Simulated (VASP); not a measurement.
Wanted: the native input for a VASP 6.6.1 run.

```
Task                   : single point
Functional             : r2SCAN
Potentials or basis    : VASP PAW PBE potentials, release 64 (Ba_sv, S)
Cutoff                 : 520 eV
k mesh                 : 8 × 8 × 8
Occupations            : gaussian, width 0.01 eV
Spin                   : no spin polarisation
Dipole correction      : no
Further INCAR settings : ALGO = Normal; EDIFF = 1e-07; NBANDS = 15
```

Crystal: BaS.

```
CELL_PARAMETERS angstrom
0.00000 3.21191 3.21191
3.21191 0.00000 3.21191
3.21191 3.21191 0.00000
ATOMIC_POSITIONS crystal
Ba 0.00000 0.00000 0.00000
S 0.50000 0.50000 0.50000
```

The input as run:

POSCAR

```
BaS
1.0
    0.0000000000      3.2119099267      3.2119099267
    3.2119099267      0.0000000000      3.2119099267
    3.2119099267      3.2119099267      0.0000000000
Ba S
1 1
Direct
    0.0000000000      0.0000000000      0.0000000000
    0.5000000000      0.5000000000      0.5000000000
```

INCAR.step1

```
SYSTEM = BaS
ALGO = Normal
EDIFF = 1E-4
ENCUT = 520
GGA = PE
ISMEAR = 0
LASPH = .TRUE.
LCHARG = .FALSE.
LREAL = .FALSE.
LWAVE = .TRUE.
NBANDS = 15
NELM = 80
PREC = Accurate
SIGMA = 0.01
```

INCAR.step2

```
SYSTEM = BaS
ALGO = Normal
EDIFF = 1E-7
ENCUT = 520
ISIF = 2
ISMEAR = 0
ISTART = 1
LASPH = .TRUE.
LCHARG = .FALSE.
LMIXTAU = .TRUE.
LREAL = .FALSE.
LWAVE = .FALSE.
METAGGA = R2SCAN
NBANDS = 15
NELM = 80
PREC = Accurate
SIGMA = 0.01
```

KPOINTS

```
k-points
0
G
  8 8 8
  0 0 0
```

Potentials or basis: VASP PAW PBE potentials, release 64 (Ba_sv, S).

The run is started by

```bash
$ cat potpaw_PBE.64/Ba_sv/POTCAR potpaw_PBE.64/S/POTCAR > POTCAR
$ cp INCAR.step1 INCAR
$ mpirun -np 1 vasp_std > vasp.out
$ cp INCAR.step2 INCAR
$ mpirun -np 1 vasp_std > vasp.out
```

Results of the run:

```json
{
 "Pressure": "0.6 GPa",
 "Band gap on the k mesh": "2.49 eV, indirect (least direct gap 2.64 eV)"
}
```

Caveat: the PAW data sets were made with another functional, which shifts forces and pressure a little; spin-orbit coupling is left out, which moves the levels of the heavy elements.

Wall time 100 s on 1 thread of Intel(R) Xeon(R) Platinum 8488C (Sapphire Rapids), on a shared host, peak memory 0.22 GiB.
